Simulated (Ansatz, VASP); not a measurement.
# BAs in VASP and in Ansatz

```xyz
2
Lattice="0.0000 2.3919 2.3919 2.2723 0.0000 2.3919 2.2723 2.3919 0.0000" Properties=species:S:1:pos:R:3 pbc="T T T"
B     0.0000    0.0000    0.0000
As    1.1361    1.1959    1.1959
```

Change from the starting cell: uniaxial_x strain -5.0%.

Alike in both runs: task single point; functional PBE; k mesh 10 × 10 × 10; occupations fermi-dirac, width 0.02 eV; no spin polarisation.

|  | VASP | Ansatz |
| --- | --- | --- |
| version | VASP 6.6.1 | Ansatz 0.2.0 |
| potentials or method | VASP PAW PBE potentials, release 64 (B, As_d) | plane waves, PAW |
| plane-wave cutoff (eV) | 560 | 420 |
| valence electrons in the cell | 18 | 18 |

VASP gave:

* pressure (GPa): 9.8
* traceless stress, the component that is largest in VASP (GPa): 6.79

Task: Which values does Ansatz return?

Result: Pressure (GPa): 10.1; traceless stress, the component that is largest in VASP (GPa): 6.77.
